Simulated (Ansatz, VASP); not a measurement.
# One calculation of P, two programs

```
CELL_PARAMETERS angstrom
6.17740 0.00000 0.00000
0.00000 6.17740 0.00000
0.00000 0.00000 2.48798
ATOMIC_POSITIONS crystal
P 0.50000 0.50000 0.00000
P 0.00000 0.00000 0.00000
P 0.87071 0.62929 0.00000
P 0.12929 0.37071 0.00000
P 0.62929 0.12929 0.00000
P 0.37071 0.87071 0.00000
```

Alike in both runs: functional PBE; k mesh 4 × 4 × 8; occupations gaussian, width 0.1 eV; no spin polarisation.

Ansatz relaxed the structure, and its values are those at the end. VASP's run is a single point on that final structure, the one shown.

|  | VASP | Ansatz |
| --- | --- | --- |
| version | VASP 6.6.1 | Ansatz 0.2.0 |
| potentials or method | VASP PAW PBE potentials, release 64 (P), cutoff 520 eV | scalar-relativistic, plane waves, PAW |
| valence electrons in the cell | 30 | 30 |

```csv
,VASP,Ansatz,Ansatz less VASP
gap on the k mesh at the Fermi level (eV),none,none,-
pressure (GPa),-0.3,0.0,+0.24
rms of the force components (eV/Å),0.013,0.002,-0.0102
```

A gap of «none» marks a metal or a gap that the smearing closes.
